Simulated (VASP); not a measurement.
Set up this calculation in VASP 6.6.1, as the native input.

- Task: single point
- Functional: BLYP
- Potentials or basis: VASP PAW PBE potentials, release 64 (Co)
- Cutoff: 520 eV
- k mesh: 12 × 12 × 7
- Occupations: fermi-dirac, width 0.05 eV
- Spin: collinear spin, ferromagnetic start
- Starting moments: [2.0, 2.0] μB
- Dipole correction: no
- Further INCAR settings: ALGO = Normal; EDIFF = 1e-06; NBANDS = 20

The structure of Co lies in POSCAR:

```
Co
1.0
    2.5358182538      0.0000000000      0.0000000000
   -1.2679091269      2.1960830272      0.0000000000
    0.0000000000      0.0000000000      4.0803377947
Co
2
Direct
    0.6666666667      0.3333333333      0.7500000000
    0.3333333333      0.6666666667      0.2500000000
```

The input as run:

INCAR

```
AGGAC = 1.0 ; AGGAX = 1.0
ALDAC = 0.0 ; ALDAX = 1.0
ALGO = Normal ; EDIFF = 1E-6
ENCUT = 520 ; GGA = B5
ISIF = 2 ; ISMEAR = -1
ISPIN = 2 ; LASPH = T
LCHARG = F ; LMAXMIX = 4
LORBIT = 11 ; LREAL = F
LWAVE = F ; MAGMOM = 2 2
NBANDS = 20 ; NELM = 150
PREC = Accurate ; SIGMA = 0.05
```

KPOINTS

```
k-points
0
Gamma
  12 12 7
```

Potentials or basis: VASP PAW PBE potentials, release 64 (Co).

Run with:

```console
$ cat potpaw_PBE.64/Co/POTCAR > POTCAR
$ mpirun -np 1 vasp_std > vasp.out
```

Results of the run:

| Property | Result |
| --- | --- |
| Pressure | -0.2 GPa |
| Net moment | 3.25 μB per cell |
| Site moments | Co +1.65 μB |
| Valence electrons inside the program's atomic spheres | Co 8.22 |

Caveat: the PAW data sets were made with another functional, which shifts forces and pressure a little.

Run time: 51 s on 1 thread of Intel(R) Xeon(R) Platinum 8488C (Sapphire Rapids) (shared host), peak memory 0.17 GiB.
